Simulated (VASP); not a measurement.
Set up this calculation in VASP 6.6.1, as the native input.

* Task: single point
* Functional: PBE
* Dispersion: D3(BJ)
* Potentials or basis: VASP PAW PBE potentials, release 64 (Al, P)
* Cutoff: 500 eV
* k mesh: 8 × 8 × 8
* Occupations: gaussian, width 0.01 eV
* Spin: no spin polarisation
* Dipole correction: no
* Further INCAR settings: ALGO = Normal; EDIFF = 1e-06; NBANDS = 11

The structure of AlP lies in POSCAR:

```
AlP
1.0
    0.0000000000      2.6827554797      2.6827554797
    2.6827554797      0.0000000000      2.6827554797
    2.6827554797      2.6827554797      0.0000000000
Al P
1 1
Direct
    0.0000000000      0.0000000000      0.0000000000
    0.2500000000      0.2500000000      0.2500000000
```

These files were run (other wordings do the same):

INCAR

```
SYSTEM = AlP
ALGO     = Normal         ! electronic algorithm
EDIFF    = 1E-6           ! SCF threshold, eV
ENCUT    = 500            ! plane-wave cutoff, eV
GGA      = PE             ! functional
GGA_COMPAT= .FALSE.      
ISIF     = 2              ! what is computed and relaxed
ISMEAR   = 0              ! smearing method
IVDW     = 12             ! dispersion correction
LASPH    = .TRUE.         ! aspherical terms in the spheres
LCHARG   = .FALSE.        ! write CHGCAR
LREAL    = .FALSE.        ! projectors in reciprocal space
LWAVE    = .FALSE.        ! write WAVECAR
NBANDS   = 11             ! bands
NELM     = 120            ! most SCF steps
PREC     = Accurate       ! precision mode
SIGMA    = 0.01           ! smearing width, eV
```

KPOINTS

```
k-points
0
G
  8 8 8
  0 0 0
```

Potentials or basis: VASP PAW PBE potentials, release 64 (Al, P).

Run with:

```bash
$ cat potpaw_PBE.64/Al/POTCAR potpaw_PBE.64/P/POTCAR > POTCAR
$ mpirun -np 1 vasp_std > vasp.out
```

Results of the run:

* Pressure: 4.6 GPa
* Band gap on the k mesh: 1.47 eV, indirect (least direct gap 3.68 eV)
* Dispersion energy per atom: -0.326 eV

Caveat: three body term missing.

It took 15 s on 1 thread of Intel Xeon 8259CL, with other jobs on the host, peak memory 0.16 GiB.
